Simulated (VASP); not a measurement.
# CdTe (Cmcm) in VASP: further runs

Aim: see how the results for CdTe move with the level of theory and the settings. Levels: PBEsol, PBE. Tasks: single point.

All numbers are computed with VASP 6.6.1; they aren't measurements. Logs are shortened: lines on timing, memory, paths and dates and some standing lists are left out, and cuts for length are marked.

**1. The cell of the first run**

The structure is orthorhombic, space group Cmcm (No. 63). The conventional cell has a = 6.131 Å, b = 6.189 Å, c = 6.091 Å, α = 90.00°, β = 90.00°, γ = 90.00°. Within 4.0 Å of Te (site symmetry m2m) lie 6 Cd at 3.03 to 3.16 Å. Cd (site symmetry m2m) has 6 Te at 3.03 to 3.16 Å within 4.0 Å.

**2. Single point, PBEsol**

INCAR

```
ALGO = Normal ; EDIFF = 1E-7
ENCUT = 520 ; GGA = PS
ISIF = 2 ; ISMEAR = 0
LASPH = True ; LCHARG = True
LELF = True ; LREAL = False
LVHAR = True ; LWAVE = False
NBANDS = 26 ; NELM = 60
PREC = Accurate ; SIGMA = 0.05
```

KPOINTS

```
k-points
0
Gamma
  6 6 5
```

POSCAR

```
CdTe
1.0
    3.0652910000     -3.0946090000      0.0000000000
    3.0652910000      3.0946090000      0.0000000000
    0.0000000000      0.0000000000      6.0906520000
Te Cd
2 2
Direct
    0.2338630000      0.7661370000      0.2500000000
    0.7661370000      0.2338630000      0.7500000000
    0.7229700000      0.2770300000      0.2500000000
    0.2770300000      0.7229700000      0.7500000000
```

Potentials or basis: VASP PAW PBE potentials, release 64 (Te, Cd).

Launch:

```
> cat potpaw_PBE.64/Te/POTCAR potpaw_PBE.64/Cd/POTCAR > POTCAR
> mpirun -np 1 vasp_std > vasp.out
```

OUTCAR:

```text
EDIFF = 1E-7
   ENCUT = 520
   GGA = PS
   ISIF = 2
   ISMEAR = 0
   LASPH = True
   LREAL = False
   NELM = 60
   PREC = Accurate

 ion  position               nearest neighbor table
   1  0.234  0.766  0.250-   3 3.03   4 3.06   4 3.06   3 3.07   3 3.07   3 3.16
   2  0.766  0.234  0.750-   4 3.03   3 3.06   3 3.06   4 3.07   4 3.07   4 3.16
   3  0.723  0.277  0.250-   1 3.03   2 3.06   2 3.06   1 3.07   1 3.07   1 3.16
   4  0.277  0.723  0.750-   2 3.03   1 3.06   1 3.06   2 3.07   2 3.07   2 3.16

  LATTYP: Found a base centered orthorhombic cell.
 ALAT       =     6.1305820000
 B/A-ratio  =     1.0095645079
 C/A-ratio  =     0.9934867522

  Lattice vectors:

 A1 = (   3.0652910000,  -3.0946090000,   0.0000000000)
 A2 = (   3.0652910000,   3.0946090000,   0.0000000000)
 A3 = (   0.0000000000,   0.0000000000,   6.0906520000)

Analysis of symmetry for initial positions (statically):
=====================================================================
 Subroutine PRICEL returns:
 Original cell was already a primitive cell.

 Routine SETGRP: Setting up the symmetry group for a
 base centered orthorhombic supercell.

 Subroutine GETGRP returns: Found  8 space group operations
 (whereof  4 operations were pure point group operations)
 out of a pool of  8 trial point group operations.

The static configuration has the point symmetry C_2h.
 The point group associated with its full space group is D_2h.

Analysis of symmetry for dynamics (positions and initial velocities):
=====================================================================
 Subroutine PRICEL returns:
 Original cell was already a primitive cell.

 Routine SETGRP: Setting up the symmetry group for a
 base centered orthorhombic supercell.

 Subroutine GETGRP returns: Found  8 space group operations
 (whereof  4 operations were pure point group operations)
 out of a pool of  8 trial point group operations.

The dynamic configuration has the point symmetry C_2h.
 The point group associated with its full space group is D_2h.

 Subroutine INISYM returns: Found  8 space group operations
 (whereof  4 operations are pure point group operations),
 and found     1 'primitive' translations

----------------------------------------------------------------------------------------

                                     Primitive cell

  volume of cell :     115.5504

  direct lattice vectors                    reciprocal lattice vectors
     3.065291000 -3.094609000  0.000000000     0.163116650 -0.161571300  0.000000000
     3.065291000  3.094609000  0.000000000     0.163116650  0.161571300  0.000000000
     0.000000000  0.000000000  6.090652000     0.000000000  0.000000000  0.164186035

  length of vectors
     4.355756396  4.355756396  6.090652000     0.229591652  0.229591652  0.164186035

  position of ions in fractional coordinates (direct lattice)
     0.233863000  0.766137000  0.250000000
     0.766137000  0.233863000  0.750000000
     0.722970000  0.277030000  0.250000000
     0.277030000  0.722970000  0.750000000

  ion indices of the primitive-cell ions
   primitive index   ion index
                 1           1
                 2           2
                 3           3
                 4           4

----------------------------------------------------------------------------------------

 KPOINTS: k-points

Automatic generation of k-mesh.
 Grid dimensions read from file:
 generate k-points for:    6    6    5

 Generating k-lattice:

  Cartesian coordinates                     Fractional coordinates (reciprocal lattice)
     0.027186108 -0.026928550  0.000000000     0.166666667  0.000000000  0.000000000
     0.027186108  0.026928550  0.000000000     0.000000000  0.166666667  0.000000000
     0.000000000  0.000000000  0.032837207     0.000000000  0.000000000  0.200000000

  Length of vectors
     0.038265275  0.038265275  0.032837207

  Shift w.r.t. Gamma in fractional coordinates (k-lattice)
     0.000000000  0.000000000  0.000000000

 Subroutine IBZKPT returns following result:
 ===========================================

 Found     39 irreducible k-points:

 Following reciprocal coordinates:
            Coordinates               Weight
  0.000000  0.000000  0.000000      1.000000
  0.166667 -0.000000  0.000000      4.000000
  0.333333 -0.000000  0.000000      4.000000
  0.500000 -0.000000  0.000000      2.000000
  0.166667  0.166667  0.000000      2.000000
  0.333333  0.166667  0.000000      4.000000
[... 16 lines left out ...]
  0.333333  0.333333  0.200000      4.000000
  0.500000  0.333333  0.200000      8.000000
 [... further k-points ...]
   k-points           NKPTS =     39   k-points in BZ     NKDIM =     39   number of bands    NBANDS=     26
   number of dos      NEDOS =    301   number of ions     NIONS =      4
   total plane-waves  NPLWV =  49152
   dimension x,y,z NGX =    32 NGY =   32 NGZ =   48
   dimension x,y,z NGXF=    64 NGYF=   64 NGZF=   96
   ions per type =               2   2
   NGX,Y,Z   is equivalent  to a cutoff of  12.21, 12.21, 13.10 a.u.
   NGXF,Y,Z  is equivalent  to a cutoff of  24.43, 24.43, 26.20 a.u.
 SYSTEM =  unknown system
   PREC   = accura    normal or accurate (medium, high low for compatibility)
   ISTART =      0    job   : 0-new  1-cont  2-samecut
   ICHARG =      2    charge: 1-file 2-atom 10-const
   ISPIN  =      1    spin polarized calculation?
   LNONCOLLINEAR =      F non collinear calculations
   LSORBIT =      F    spin-orbit coupling
   LASPH  =      T    aspherical Exc in radial PAW
   ENCUT  =  520.0 eV  38.22 Ry    6.18 a.u.   8.10  8.10 11.32*2*pi/ulx,y,z
   NELM   =     60;   NELMIN=  2; NELMDL= -5     # of ELM steps
   EDIFF  = 0.1E-06   stopping-criterion for ELM
   LREAL  =      F    real-space projection
   EDIFFG = 0.1E-05   stopping-criterion for IOM
   NSW    =      0    number of steps for IOM
   IBRION =     -1    ionic relax: 0-MD 1-quasi-New 2-CG
   NFREE  =      0    steps in history (QN), initial steepest desc. (CG)
   ISIF   =      2    stress and relaxation
   ISYM   =      2    0-nonsym 1-usesym 2-fastsym
   POTIM  = 0.5000    time-step for ionic-motion
   TEBEG  =    0.0;   TEEND  =   0.0 temperature during run
   PSTRESS=    0.0 pullay stress
   NELECT =      36.0000    total number of electrons
   NUPDOWN=      -1.0000    fix difference up-down
   EMIN   =  10.00;   EMAX   =-10.00  energy-range for DOS
   EFERMI =   0.00;   METHOD = LEGACY
   ISMEAR =     0;   SIGMA  =   0.05  broadening in eV -4-tet -1-fermi 0-gaus
   EFERMI_NEDOS =   21; number of points for ismear=-14 and -15
   IALGO  =     38    algorithm
   IMIX   =      4    mixing-type and parameters
     AMIX     =   0.40;   BMIX     =  1.00
     AMIX_MAG =   1.60;   BMIX_MAG =  1.00
  volume/ion in A,a.u.               =      28.89       194.94
  Fermi-wavevector in a.u.,A,eV,Ry     =   1.109818  2.097253 16.758252  1.231697
  Thomas-Fermi vector in A             =   2.246363
   LORBIT       =      0    0 simple, 1 ext, 2 COOP (PROOUT), +10 PAW based schemes
   GGA     = PS    functional components
   LHFCALC =     F    Hartree Fock is set to
   AEXX    =    0.0000 exact exchange contribution
   IVDW    =     0    specifies the selected vdW correction
   LEPSILON=     F    determine dielectric tensor
   LRPA    =     F    only Hartree local field effects (RPA)
 non-spin polarized calculation
 Gauss-broadening in eV      SIGMA  =   0.05
  energy-cutoff  :      520.00
  volume of cell :      115.55
 maximum number of plane-waves:      3144
   NGX = 17   NGY = 17   NGZ = 23

 number of electron      36.0000000 magnetization

 Free energy of the ion-electron system (eV)
  ---------------------------------------------------
  ext. energy  EPLUGINS =         0.00000000
  ---------------------------------------------------
  free energy    TOTEN  =       -10.37843101 eV

  energy without entropy =      -10.37424972  energy(sigma->0) =      -10.37634036

 E-fermi :   3.6272     XC(G=0):  -9.8147

 val. band max:        3.6262783717   @ k =   0.5000   0.3333   0.0000
 cond. band min:       3.6278935873   @ k =  -0.3333   0.3333   0.0000
 fundamental gap:      0.0016152156
 Fermi energy:         3.6272160775

 k-point     1 :       0.0000    0.0000    0.0000
  band No.  band energies     occupation
      1      -7.8795      2.00000
      2      -7.0446      2.00000
      3      -4.6023      2.00000
      4      -4.5881      2.00000
      5      -4.5733      2.00000
      6      -4.5498      2.00000
[... 18 lines left out ...]
     25      11.1606      0.00000
     26      11.3034      0.00000

 k-point     2 :       0.1667   -0.0000    0.0000
  band No.  band energies     occupation
      1      -7.7412      2.00000
      2      -6.9864      2.00000
      3      -4.6138      2.00000
      4      -4.5985      2.00000
      5      -4.5868      2.00000
      6      -4.5651      2.00000
[... 18 lines left out ...]
     25      10.7512      0.00000
     26      11.2891      0.00000

 k-point     3 :       0.3333   -0.0000    0.0000
  band No.  band energies     occupation
      1      -7.3866      2.00000
      2      -6.8988      2.00000
      3      -4.6689      2.00000
      4      -4.6607      2.00000
      5      -4.6063      2.00000
      6      -4.5680      2.00000
[... 18 lines left out ...]
     25       9.6111      0.00000
     26      11.0562      0.00000

 k-point     4 :       0.5000   -0.0000    0.0000
  band No.  band energies     occupation
      1      -7.0678      2.00000
      2      -6.9645      2.00000
      3      -4.6941      2.00000
      4      -4.6904      2.00000
      5      -4.6028      2.00000
      6      -4.5905      2.00000
[... 18 lines left out ...]
     25       9.6423      0.00000
     26      10.3145      0.00000
[... 496 lines left out ...]
      1      -7.5309      2.00000
      2      -6.9673      2.00000
      3      -4.6480      2.00000
      4      -4.6163      2.00000
      5      -4.6012      2.00000
      6      -4.5711      2.00000
[... 18 lines left out ...]
     25       9.6635      0.00000
     26      10.9891      0.00000

 k-point    23 :       0.3333    0.3333    0.2000
  band No.  band energies     occupation
      1      -7.1139      2.00000
      2      -6.9277      2.00000
      3      -4.6322      2.00000
      4      -4.5911      2.00000
      5      -4.5847      2.00000
      6      -4.5680      2.00000
[... 18 lines left out ...]
     25      11.2287      0.00000
     26      11.3398      0.00000

 k-point    24 :       0.5000    0.3333    0.2000
  band No.  band energies     occupation
      1      -7.0268      2.00000
      2      -6.9848      2.00000
      3      -4.5973      2.00000
      4      -4.5934      2.00000
      5      -4.5861      2.00000
      6      -4.5818      2.00000
[... 18 lines left out ...]
     25      11.0748      0.00000
     26      11.1755      0.00000

 [... further k-points ...]

------------------------ aborting loop because EDIFF is reached ----------------------------------------

  FORCE on cell =-STRESS in cart. coord.  units (eV):
  Direction    XX          YY          ZZ          XY          YZ          ZX
  --------------------------------------------------------------------------------------
  -------------------------------------------------------------------------------------
  Total       -2.1914165     -2.1556849     -2.1572362      0.0000000      0.0000000      0.0000000
  in kB      -30.3853498    -29.8899083    -29.9114176      0.0000000      0.0000000      0.0000000
  external PRESSURE =     -30.0622252 kB  Pullay stress =       0.0000000 kB

 VOLUME and BASIS-vectors are now :
 -----------------------------------------------------------------------------
  energy-cutoff  :      520.00
  volume of cell :      115.55
      direct lattice vectors                 reciprocal lattice vectors
     3.065291000 -3.094609000  0.000000000     0.163116650 -0.161571300  0.000000000
     3.065291000  3.094609000  0.000000000     0.163116650  0.161571300  0.000000000
     0.000000000  0.000000000  6.090652000     0.000000000  0.000000000  0.164186035

 POSITION                                       TOTAL-FORCE (eV/Angst)
 -----------------------------------------------------------------------------------
      3.06529      1.64718      1.52266         0.000000     -0.028665      0.000000
      3.06529     -1.64718      4.56799         0.000000      0.028665     -0.000000
      3.06529     -1.38001      1.52266         0.000000     -0.035174      0.000000
      3.06529      1.38001      4.56799         0.000000      0.035174      0.000000
 -----------------------------------------------------------------------------------
    total drift:                                0.000000      0.000000      0.000000

  FREE ENERGIE OF THE ION-ELECTRON SYSTEM (eV)
  ---------------------------------------------------
  free  energy   TOTEN  =       -10.3784310079 eV

  energy  without entropy=      -10.3742497163  energy(sigma->0) =      -10.37634036
```

Wall time 3.3 min (1 thread of Intel Xeon 6975P-C, shared host); peak memory 0.24 GiB.

Results:

| Item | Value |
| --- | --- |
| Free energy | -10.3784 eV |
| Pressure | -3.0 GPa |
| Largest force | 0.035 eV/Å |
| Band gap on the k mesh | zero (band 18 reaches 3.70 eV, above the bottom of band 19 at 2.33 eV) |

Forces on the atoms (eV/Å):
```
Te   0.000 -0.029  0.000
Te   0.000  0.029  0.000
Cd   0.000 -0.035  0.000
Cd   0.000  0.035  0.000
```

Levels at points of the mesh, in eV from the Fermi level:
```csv
k point,band 14,band 15,band 16,band 17,band 18,band 19,band 20,band 21,band 22,band 23
"(0.00, 0.00, 0.00)",-2.05,-2.01,-1.34,-0.45,-0.41,-0.35,0.19,4.19,6.89,7.04
"(0.50, 0.00, 0.00)",-3.94,-2.33,-2.30,-0.24,-0.17,2.52,2.58,4.45,4.53,4.75
"(0.50, 0.50, 0.00)",-4.01,-2.01,-1.99,-1.96,-1.95,-1.30,-1.24,4.08,4.26,8.92
```

Caveat: the PAW data sets were made with another functional, which shifts forces and pressure a little; spin-orbit coupling is left out, which moves the levels of the heavy elements.

(Part 1 of 2 ends here.)
